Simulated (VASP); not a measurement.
# Zr2Mo (Fd-3m) in VASP: further runs

The runs below take Zr2Mo through single point, relaxation of cell and atoms, with PBE.

Program: VASP 6.6.1. These are calculated values, not measurements. Logs are shortened: lines on timing, memory, paths and dates and some standing lists are left out, and cuts for length are marked.

**1. The cell of the first run**

The structure is cubic, space group Fd-3m (No. 227). Conventional cell: a = 7.898 Å, b = 7.898 Å, c = 7.898 Å, α = 90.00°, β = 90.00°, γ = 90.00°. Within 3.7 Å of Zr (site symmetry -3m) lie 6 Zr at 2.79 Å and 6 Mo at 3.27 Å. Mo (site symmetry -43m) has 12 Zr at 3.27 Å and 4 Mo at 3.42 Å within 4.3 Å.

**2. Single point, PBE**

The input, INCAR:

```
SYSTEM = Zr2Mo
PREC = Accurate
ENCUT = 520
EDIFF = 1E-7
ISMEAR = 0
SIGMA = 0.1
LREAL = .FALSE.
LASPH = .TRUE.
NELM = 100
ALGO = Normal
ISIF = 2
LWAVE = .FALSE.
LCHARG = .FALSE.
GGA = PE
NBANDS = 47
```

The input, KPOINTS:

```
Automatic mesh
0
G
  4 4 4
  0 0 0
```

The input, POSCAR:

```
Zr2Mo
1.0
    0.0000000000      3.9491517299      3.9491517299
    3.9491517299      0.0000000000      3.9491517299
    3.9491517299      3.9491517299      0.0000000000
Zr Mo
4 2
Direct
    0.6250000000      0.6250000000      0.6250000000
    0.1250000000      0.6250000000      0.6250000000
    0.6250000000      0.6250000000      0.1250000000
    0.6250000000      0.1250000000      0.6250000000
    0.0000000000      0.0000000000      0.0000000000
    0.2500000000      0.2500000000      0.2500000000
```

Potentials or basis: VASP PAW PBE potentials, release 64 (Zr_sv, Mo_sv).

Launch:

```sh
$ cat potpaw_PBE.64/Zr_sv/POTCAR potpaw_PBE.64/Mo_sv/POTCAR > POTCAR
$ mpirun -np 1 vasp_std > vasp.out
```

OUTCAR:

```text
SYSTEM = Zr2Mo
   PREC = Accurate
   ENCUT = 520
   EDIFF = 1E-7
   ISMEAR = 0
   LREAL = .FALSE.
   LASPH = .TRUE.
   NELM = 100
   ISIF = 2
   GGA = PE

 ion  position               nearest neighbor table
   1  0.625  0.625  0.625-   2 2.79   3 2.79   4 2.79   3 2.79   4 2.79   2 2.79   6 3.27   5 3.27
                             6 3.27   5 3.27   6 3.27   5 3.27
   2  0.125  0.625  0.625-   1 2.79   3 2.79   4 2.79   1 2.79   3 2.79   4 2.79   6 3.27   5 3.27
                             5 3.27   6 3.27   5 3.27   6 3.27
   3  0.625  0.625  0.125-   1 2.79   1 2.79   2 2.79   4 2.79   4 2.79   2 2.79   6 3.27   5 3.27
                             6 3.27   5 3.27   6 3.27   5 3.27
   4  0.625  0.125  0.625-   1 2.79   3 2.79   1 2.79   2 2.79   3 2.79   2 2.79   6 3.27   5 3.27
                             6 3.27   5 3.27   6 3.27   5 3.27
   5  0.000  0.000  0.000-   3 3.27   3 3.27   2 3.27   3 3.27   4 3.27   1 3.27   1 3.27   2 3.27
                             4 3.27   4 3.27   1 3.27   2 3.27   6 3.42   6 3.42   6 3.42   6 3.42
   6  0.250  0.250  0.250-   2 3.27   3 3.27   4 3.27   3 3.27   3 3.27   4 3.27   1 3.27   2 3.27
                             1 3.27   1 3.27   2 3.27   4 3.27   5 3.42   5 3.42   5 3.42   5 3.42

  LATTYP: Found a face centered cubic cell.
 ALAT       =     7.8983034598

  Lattice vectors:

 A1 = (   0.0000000000,   3.9491517299,   3.9491517299)
 A2 = (   3.9491517299,   0.0000000000,   3.9491517299)
 A3 = (   3.9491517299,   3.9491517299,   0.0000000000)

Analysis of symmetry for initial positions (statically):
=====================================================================
 Subroutine PRICEL returns:
 Original cell was already a primitive cell.

 Routine SETGRP: Setting up the symmetry group for a
 face centered cubic supercell.

 Subroutine GETGRP returns: Found 48 space group operations
 (whereof 24 operations were pure point group operations)
 out of a pool of 48 trial point group operations.

The static configuration has the point symmetry T_d .
 The point group associated with its full space group is O_h .

Analysis of symmetry for dynamics (positions and initial velocities):
=====================================================================
 Subroutine PRICEL returns:
 Original cell was already a primitive cell.

 Routine SETGRP: Setting up the symmetry group for a
 face centered cubic supercell.

 Subroutine GETGRP returns: Found 48 space group operations
 (whereof 24 operations were pure point group operations)
 out of a pool of 48 trial point group operations.

The dynamic configuration has the point symmetry T_d .
 The point group associated with its full space group is O_h .

[... 94 lines left out ...]
   NFREE  =      0    steps in history (QN), initial steepest desc. (CG)
   ISIF   =      2    stress and relaxation
   ISYM   =      2    0-nonsym 1-usesym 2-fastsym
   POTIM  = 0.5000    time-step for ionic-motion
   TEBEG  =    0.0;   TEEND  =   0.0 temperature during run
   PSTRESS=    0.0 pullay stress
   NELECT =      76.0000    total number of electrons
   NUPDOWN=      -1.0000    fix difference up-down
   EMIN   =  10.00;   EMAX   =-10.00  energy-range for DOS
   EFERMI =   0.00;   METHOD = LEGACY
   ISMEAR =     0;   SIGMA  =   0.10  broadening in eV -4-tet -1-fermi 0-gaus
   EFERMI_NEDOS =   21; number of points for ismear=-14 and -15
   IALGO  =     38    algorithm
   IMIX   =      4    mixing-type and parameters
     AMIX     =   0.40;   BMIX     =  1.00
     AMIX_MAG =   1.60;   BMIX_MAG =  1.00
  volume/ion in A,a.u.               =      20.53       138.54
  Fermi-wavevector in a.u.,A,eV,Ry     =   1.393688  2.633688 26.427495  1.942366
  Thomas-Fermi vector in A             =   2.517310
   LORBIT       =      0    0 simple, 1 ext, 2 COOP (PROOUT), +10 PAW based schemes
   GGA     = PE    functional components
   LHFCALC =     F    Hartree Fock is set to
   AEXX    =    0.0000 exact exchange contribution
   IVDW    =     0    specifies the selected vdW correction
   LEPSILON=     F    determine dielectric tensor
   LRPA    =     F    only Hartree local field effects (RPA)
 non-spin polarized calculation
 Gauss-broadening in eV      SIGMA  =   0.10
  energy-cutoff  :      520.00
  volume of cell :      123.18
 maximum number of plane-waves:      3329
 NGX is ok and might be reduce to    42
   NGX = 21   NGY = 21   NGZ = 21

 number of electron      75.9999999 magnetization

 Free energy of the ion-electron system (eV)
  ---------------------------------------------------
  ext. energy  EPLUGINS =         0.00000000
  ---------------------------------------------------
  free energy    TOTEN  =       -51.76068707 eV

  energy without entropy =      -51.69319560  energy(sigma->0) =      -51.72694133

 E-fermi :   9.2370     XC(G=0): -11.7161

 val. band max:        9.2188726745   @ k =   0.5000   0.2500   0.0000
 cond. band min:       9.2439092322   @ k =  -0.2500   0.5000   0.2500
 fundamental gap:      0.0250365577
 Fermi energy:         9.2369653902

 k-point     1 :       0.0000    0.0000    0.0000
  band No.  band energies     occupation
      1     -51.4411      2.00000
      2     -51.4290      2.00000
      3     -38.9783      2.00000
      4     -38.5344      2.00000
      5     -38.5344      2.00000
      6     -38.5344      2.00000
[... 389 lines left out ...]
     46      11.1243      0.00000
     47      12.0717      0.00000

------------------------ aborting loop because EDIFF is reached ----------------------------------------

  FORCE on cell =-STRESS in cart. coord.  units (eV):
  Direction    XX          YY          ZZ          XY          YZ          ZX
  --------------------------------------------------------------------------------------
  -------------------------------------------------------------------------------------
  Total        0.1443707      0.1443707      0.1443707     -0.0000000     -0.0000000     -0.0000000
  in kB        1.8777949      1.8777949      1.8777949     -0.0000000     -0.0000000     -0.0000000
  external PRESSURE =       1.8777949 kB  Pullay stress =       0.0000000 kB

 VOLUME and BASIS-vectors are now :
 -----------------------------------------------------------------------------
  energy-cutoff  :      520.00
  volume of cell :      123.18
      direct lattice vectors                 reciprocal lattice vectors
     0.000000000  3.949151730  3.949151730    -0.126609468  0.126609468  0.126609468
     3.949151730  0.000000000  3.949151730     0.126609468 -0.126609468  0.126609468
     3.949151730  3.949151730  0.000000000     0.126609468  0.126609468 -0.126609468

 POSITION                                       TOTAL-FORCE (eV/Angst)
 -----------------------------------------------------------------------------------
      4.93644      4.93644      4.93644         0.000000      0.000000      0.000000
      4.93644      2.96186      2.96186         0.000000      0.000000      0.000000
      2.96186      2.96186      4.93644         0.000000      0.000000      0.000000
      2.96186      4.93644      2.96186         0.000000      0.000000      0.000000
      0.00000      0.00000      0.00000        -0.000000     -0.000000     -0.000000
      1.97458      1.97458      1.97458        -0.000000     -0.000000     -0.000000
 -----------------------------------------------------------------------------------
    total drift:                                0.000000      0.000000      0.000000

  FREE ENERGIE OF THE ION-ELECTRON SYSTEM (eV)
  ---------------------------------------------------
  free  energy   TOTEN  =       -51.7606870683 eV

  energy  without entropy=      -51.6931955959  energy(sigma->0) =      -51.72694133
```

OSZICAR:

```text
N       E                     dE             d eps       ncg     rms          rms(c)
DAV:   1     0.845327334778E+03    0.84533E+03   -0.42285E+04   752   0.164E+03
DAV:   2     0.700276002470E+01   -0.83832E+03   -0.82027E+03   794   0.507E+02
DAV:   3    -0.512945044409E+02   -0.58297E+02   -0.55654E+02  1232   0.967E+01
DAV:   4    -0.559252551394E+02   -0.46308E+01   -0.45895E+01  1097   0.229E+01
DAV:   5    -0.561390733232E+02   -0.21382E+00   -0.21375E+00  1050   0.427E+00    0.347E+01
DAV:   6    -0.607132399985E+02   -0.45742E+01   -0.76916E+01   924   0.227E+01    0.223E+01
DAV:   7    -0.526801504116E+02    0.80331E+01   -0.90766E+01   904   0.205E+01    0.137E+01
DAV:   8    -0.517781291506E+02    0.90202E+00   -0.53089E+00   991   0.748E+00    0.379E+00
DAV:   9    -0.517610581116E+02    0.17071E-01   -0.18890E-01   976   0.167E+00    0.233E+00
DAV:  10    -0.517613817470E+02   -0.32364E-03   -0.46032E-02   897   0.136E+00    0.389E-01
DAV:  11    -0.517611147984E+02    0.26695E-03   -0.12839E-02  1049   0.316E-01    0.183E-01
DAV:  12    -0.517607393477E+02    0.37545E-03   -0.11273E-03   969   0.112E-01    0.760E-02
DAV:  13    -0.517606856454E+02    0.53702E-04   -0.29858E-04   953   0.742E-02    0.176E-02
DAV:  14    -0.517606918312E+02   -0.61858E-05   -0.41253E-05   929   0.303E-02    0.181E-02
DAV:  15    -0.517606877111E+02    0.41202E-05   -0.79393E-06   992   0.121E-02    0.391E-03
DAV:  16    -0.517606870261E+02    0.68494E-06   -0.97992E-07   824   0.368E-03    0.156E-03
DAV:  17    -0.517606870683E+02   -0.42139E-07   -0.48549E-08   537   0.136E-03
   1 F= -.51760687E+02 E0= -.51726941E+02  d E =-.674915E-01
```

Run time: 48 s. Hardware: 1 thread of Intel Xeon 6975P-C (Granite Rapids), shared host; peak memory 0.26 GiB.

Results:

- Free energy: -51.7607 eV
- Pressure: 0.2 GPa
- Band gap on the k mesh: zero (bands 38 and 39 overlap by 0.34 eV)

Levels at points of the mesh, in eV from the Fermi level:
| k point | band 34 | band 35 | band 36 | band 37 | band 38 | band 39 | band 40 | band 41 | band 42 | band 43 |
| --- | --- | --- | --- | --- | --- | --- | --- | --- | --- | --- |
| (0.00, 0.00, 0.00) | -0.88 | -0.70 | -0.70 | -0.11 | -0.11 | -0.11 | 0.97 | 0.97 | 0.97 | 1.13 |
| (0.50, 0.00, 0.00) | -0.96 | -0.20 | -0.20 | -0.06 | 0.23 | 0.23 | 0.41 | 0.41 | 0.89 | 1.21 |
| (0.50, 0.50, 0.00) | -1.26 | -0.69 | -0.69 | -0.16 | -0.16 | 0.59 | 0.59 | 0.96 | 0.96 | 1.52 |

**3. Relaxation of cell and atoms, PBE**

This run uses another cell than the first one, of 15.88 Å³/atom.

The input, INCAR:

```
SYSTEM = Zr2Mo
PREC = Accurate
ENCUT = 600
EDIFF = 1E-6
ISMEAR = 0
SIGMA = 0.1
LREAL = .False.
LASPH = .True.
NELM = 60
ALGO = Normal
ISIF = 3
LWAVE = .False.
LCHARG = .False.
GGA = PE
IBRION = 2
NSW = 90
EDIFFG = -0.04
```

The input, KPOINTS:

```
Automatic mesh
0
Gamma
  4 4 4
  0 0 0
```

POSCAR: that of step 2 with these lines changed.

```diff
@@ -2,5 +2,5 @@
 1.0
-    0.0000000000      3.9491517299      3.9491517299
-    3.9491517299      0.0000000000      3.9491517299
-    3.9491517299      3.9491517299      0.0000000000
+    0.0000000000      3.6248472371      3.6248472371
+    3.6248472371      0.0000000000      3.6248472371
+    3.6248472371      3.6248472371      0.0000000000
 Zr Mo
```

Potentials or basis: VASP PAW PBE potentials, release 64 (Zr_sv, Mo_sv).

Launch:

```sh
$ cat potpaw_PBE.64/Zr_sv/POTCAR potpaw_PBE.64/Mo_sv/POTCAR > POTCAR
$ mpirun -np 1 vasp_std > vasp.out
```

OUTCAR:

```text
SYSTEM = Zr2Mo
   PREC = Accurate
   ENCUT = 600
   EDIFF = 1E-6
   ISMEAR = 0
   LREAL = .False.
   LASPH = .True.
   NELM = 60
   ISIF = 3
   GGA = PE
   IBRION = 2
   NSW = 90
   EDIFFG = -0.04

 ion  position               nearest neighbor table
   1  0.625  0.625  0.625-   2 2.56   3 2.56   4 2.56   3 2.56   4 2.56   2 2.56   6 3.01   5 3.01
                             6 3.01   5 3.01   6 3.01   5 3.01
   2  0.125  0.625  0.625-   1 2.56   3 2.56   4 2.56   1 2.56   3 2.56   4 2.56   5 3.01   6 3.01
                             5 3.01   6 3.01   6 3.01   5 3.01
   3  0.625  0.625  0.125-   1 2.56   1 2.56   2 2.56   4 2.56   4 2.56   2 2.56   6 3.01   5 3.01
                             6 3.01   5 3.01   6 3.01   5 3.01
   4  0.625  0.125  0.625-   1 2.56   3 2.56   1 2.56   2 2.56   3 2.56   2 2.56   6 3.01   5 3.01
                             6 3.01   5 3.01   6 3.01   5 3.01
   5  0.000  0.000  0.000-   3 3.01   4 3.01   2 3.01   3 3.01   2 3.01   4 3.01   1 3.01   1 3.01
                             1 3.01   2 3.01   3 3.01   4 3.01   6 3.14   6 3.14   6 3.14   6 3.14
   6  0.250  0.250  0.250-   2 3.01   4 3.01   2 3.01   3 3.01   3 3.01   4 3.01   1 3.01   1 3.01
                             1 3.01   2 3.01   3 3.01   4 3.01   5 3.14   5 3.14   5 3.14   5 3.14

  LATTYP: Found a face centered cubic cell.
[... 192 lines left out ...]
      5     -34.4216      2.00000
      6     -34.4216      2.00000
[... 532 lines left out ...]
--------------------------------------- Ionic step        5  -------------------------------------------

 number of electron      75.9999998 magnetization

 Free energy of the ion-electron system (eV)
  ---------------------------------------------------
  ext. energy  EPLUGINS =         0.00000000
  ---------------------------------------------------
  free energy    TOTEN  =       -51.74286161 eV

  energy without entropy =      -51.67557639  energy(sigma->0) =      -51.70921900

 E-fermi :   9.2226     XC(G=0): -11.7102

 val. band max:        9.2045453672   @ k =   0.5000   0.2500   0.0000
 cond. band min:       9.2300971806   @ k =  -0.2500   0.5000   0.2500
 fundamental gap:      0.0255518134
 Fermi energy:         9.2225604427

 k-point     1 :       0.0000    0.0000    0.0000
  band No.  band energies     occupation
      1     -51.4569      2.00000
      2     -51.4448      2.00000
      3     -38.9943      2.00000
      4     -38.5523      2.00000
      5     -38.5523      2.00000
      6     -38.5523      2.00000
[... 406 lines left out ...]
  FREE ENERGIE OF THE ION-ELECTRON SYSTEM (eV)
  ---------------------------------------------------
  free  energy   TOTEN  =       -51.7428616096 eV

  energy  without entropy=      -51.6755763869  energy(sigma->0) =      -51.70921900

 reached required accuracy - stopping structural energy minimisation
```

OSZICAR:

```text
N       E                     dE             d eps       ncg     rms          rms(c)
DAV:   1     0.977275054879E+03    0.97728E+03   -0.46518E+04   720   0.197E+03
DAV:   2     0.233450024389E+02   -0.95393E+03   -0.93508E+03   776   0.575E+02
DAV:   3    -0.467566377631E+02   -0.70102E+02   -0.67458E+02  1136   0.118E+02
DAV:   4    -0.523977678749E+02   -0.56411E+01   -0.55338E+01  1049   0.268E+01
[... 66 lines left out ...]
DAV:   5    -0.517426023358E+02   -0.29387E-03   -0.13121E-03  1052   0.103E-01    0.107E-01
DAV:   6    -0.517428534328E+02   -0.25110E-03   -0.67567E-04  1008   0.871E-02    0.328E-02
DAV:   7    -0.517428598689E+02   -0.64361E-05   -0.31052E-05   869   0.244E-02    0.983E-03
DAV:   8    -0.517428614373E+02   -0.15684E-05   -0.26333E-06   573   0.825E-03    0.306E-03
DAV:   9    -0.517428616096E+02   -0.17232E-06   -0.27026E-07   395   0.302E-03
   5 F= -.51742862E+02 E0= -.51709219E+02  d E =-.341242E+01
```

CONTCAR:

```text
Zr2Mo
   1.00000000000000
     0.0000000000000000    3.9507348936934976    3.9507348936934976
     3.9507348936934976    0.0000000000000000    3.9507348936934976
     3.9507348936934976    3.9507348936934976   -0.0000000000000000
  Zr              Mo
     4     2
Direct
     0.6250000000000000    0.6250000000000000    0.6250000000000000
     0.1250000000000000    0.6250000000000000    0.6250000000000000
     0.6250000000000000    0.6250000000000000    0.1250000000000000
     0.6250000000000000    0.1250000000000000    0.6250000000000000
     0.0000000000000000    0.0000000000000000    0.0000000000000000
     0.2500000000000000    0.2500000000000000    0.2500000000000000

  0.00000000E+00  0.00000000E+00  0.00000000E+00
  0.00000000E+00  0.00000000E+00  0.00000000E+00
  0.00000000E+00  0.00000000E+00  0.00000000E+00
  0.00000000E+00  0.00000000E+00  0.00000000E+00
  0.00000000E+00  0.00000000E+00  0.00000000E+00
  0.00000000E+00  0.00000000E+00  0.00000000E+00
```

Wall time 3 min (1 thread of Intel Xeon 6975P-C (Granite Rapids), shared host); peak memory 0.27 GiB.

Results:

```
Free energy                           : -51.7429 eV
Relaxed volume                        : 20.55 Å³/atom
Relaxed cell                          : a = 5.587 Å, b = 5.587 Å, c = 5.587 Å, α = 60.00°, β = 60.00°, γ = 60.00°
Space group after relaxing (to 0.1 Å) : Fd-3m (No. 227)
Energy gained by relaxing             : 568.7 meV/atom
Ionic steps                           : 5
Pressure after relaxing               : 0.1 GPa
Band gap on the k mesh                : zero (bands 38 and 39 overlap by 0.34 eV)
```

Step by step:
```
step  energy change (eV)  largest force (eV/Å)  pressure (GPa)  volume (Å³)
   1              0.0000                0.0000           48.27        95.26
   2              1.2741                0.0000          -20.49       177.60
   3             -3.3964                0.0000           -2.13       125.78
   4             -3.4116                0.0000           -0.51       123.95
   5             -3.4124                0.0000            0.08       123.33
```

Final structure:
```cif
data_structure
_symmetry_space_group_name_H-M 'P 1'
_symmetry_Int_Tables_number 1
_cell_length_a 5.5872
_cell_length_b 5.5872
_cell_length_c 5.5872
_cell_angle_alpha 60.000
_cell_angle_beta 60.000
_cell_angle_gamma 60.000
_cell_volume 123.33
loop_
_atom_site_label
_atom_site_type_symbol
_atom_site_fract_x
_atom_site_fract_y
_atom_site_fract_z
_atom_site_occupancy
Zr1 Zr 0.62500 0.62500 0.62500 1
Zr2 Zr 0.12500 0.62500 0.62500 1
Zr3 Zr 0.62500 0.62500 0.12500 1
Zr4 Zr 0.62500 0.12500 0.62500 1
Mo1 Mo 0.00000 0.00000 0.00000 1
Mo2 Mo 0.25000 0.25000 0.25000 1
```

Caveat: the k points lie up to 0.34 Å⁻¹ apart in the final cell; the volume moved by over 15 % at a fixed basis, so the end points are rough.

**4. Single point, PBE**

The input, INCAR:

```
  PREC = Accurate
  ENCUT = 520
  EDIFF = 1E-6
  ISMEAR = 0
  SIGMA = 0.1
  LREAL = F
  LASPH = T
  NELM = 80
  ALGO = Fast
  ISIF = 2
  LWAVE = F
  LCHARG = F
  GGA = PE
  NBANDS = 47
```

The input, KPOINTS:

```
regular mesh
0
Gamma
  8 8 8
```

The input, POSCAR:

```
Zr2Mo
1.0
    0.0000000000      3.9483520062      3.9483520062
    3.9483520062      0.0000000000      3.9483520062
    3.9483520062      3.9483520062      0.0000000000
Zr Mo
4 2
Direct
    0.1250000000      0.1250000000      0.1250000000
    0.6250000000      0.1250000000      0.1250000000
    0.1250000000      0.1250000000      0.6250000000
    0.1250000000      0.6250000000      0.1250000000
    0.5000000000      0.5000000000      0.5000000000
    0.7500000000      0.7500000000      0.7500000000
```

Launch:

```sh
$ cat potpaw_PBE.64/Zr_sv/POTCAR potpaw_PBE.64/Mo_sv/POTCAR > POTCAR
$ mpirun -np 1 vasp_std > vasp.out
```

It took 4.7 min on 1 thread of Intel Xeon 6975P-C (Granite Rapids), shared host; peak memory 0.33 GiB.

Results (log left out):

| Property | Result |
| --- | --- |
| Free energy | -51.7452 eV |
| Pressure | 0.1 GPa |
| Band gap on the k mesh | zero (bands 38 and 39 overlap by 0.35 eV) |

Levels at points of the mesh, in eV from the Fermi level:
```
           k point  band 34  band 35  band 36  band 37  band 38  band 39  band 40  band 41  band 42  band 43
(0.00, 0.00, 0.00)    -0.92    -0.74    -0.74    -0.15    -0.15    -0.15     0.93     0.93     0.93     1.08
(0.50, 0.00, 0.00)    -1.00    -0.24    -0.24    -0.10     0.19     0.19     0.37     0.37     0.85     1.15
(0.50, 0.50, 0.00)    -1.30    -0.73    -0.73    -0.20    -0.20     0.54     0.54     0.92     0.92     1.48
```

(Continued in part 2 of 2.)
